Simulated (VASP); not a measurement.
## Te2Mo: single point with PBE+D3(BJ)

**Experimental background.**

“Broadband infrared study of pressure-tunable Fano resonance and metallization transition in 2H-MoTe2”, 2022, pmc:9569381 quotes, for a bulk crystal of Te2Mo at 300 K: band gap 0.88 ± 0.05 eV (indirect).

Te2Mo:

```
CELL_PARAMETERS angstrom
3.49638 0.00000 0.00000
-1.74819 3.02795 0.00000
0.00000 0.00000 13.70155
ATOMIC_POSITIONS crystal
Te 0.66667 0.33333 0.38265
Te 0.33333 0.66667 0.88265
Te 0.66667 0.33333 0.11735
Te 0.33333 0.66667 0.61735
Mo 0.66667 0.33333 0.75000
Mo 0.33333 0.66667 0.25000
```

* Program: VASP 6.6.1
* Task: single point
* Functional: PBE
* Dispersion: D3(BJ)
* Potentials or basis: VASP PAW PBE potentials, release 64 (Te, Mo_sv)
* Cutoff: 520 eV
* k mesh: 9 × 9 × 2
* Occupations: fermi-dirac, width 0.05 eV
* Spin: no spin polarisation
* Dipole correction: no
* Further INCAR settings: ALGO = Normal; EDIFF = 1e-06; NBANDS = 35

```yaml
Pressure: 0.0 GPa
Largest_force: 0.010 eV/Å
Band_gap_on_the_k_mesh: 0.67 eV, indirect (least direct gap 1.04 eV)
Dispersion_energy_per_atom: -0.554 eV
```

Forces in eV/Å, atoms in the order of the input:
```
Te   0.000  0.000  0.010
Te   0.000  0.000  0.010
Te   0.000  0.000 -0.010
Te   0.000  0.000 -0.010
Mo   0.000  0.000  0.000
Mo   0.000  0.000  0.000
```

Levels at points of the mesh, in eV from the valence-band top:
```csv
k point,band 23,band 24,band 25,band 26,band 27,band 28,band 29,band 30
"(0.00, 0.00, 0.00)",-1.01,-1.01,-0.18,0.00,2.87,2.87,3.05,3.05
"(0.00, 0.00, 0.50)",-1.04,-1.04,-0.05,-0.05,2.91,2.91,2.91,2.91
```

Run time: 84 s on 1 thread of Intel(R) Xeon(R) 6975P-C (Granite Rapids), with other jobs on the host, peak memory 0.33 GiB.

Against the measured gap of Te2Mo, 0.88 eV (indirect; 300 K; quoted in “Broadband infrared study of pressure-tunable Fano resonance and metallization transition in 2H-MoTe2”, 2022, pmc:9569381), the calculated 0.67 eV is off by -0.21 eV. Spin-orbit coupling on Mo, Te is left out. The value is that of PBE+D3(BJ) on a finite k mesh, which can miss the band edges, without temperature or zero-point motion. Semilocal functionals fall short of measured gaps as a rule.

Caveat: spin-orbit coupling is left out, which moves the levels of the heavy elements.
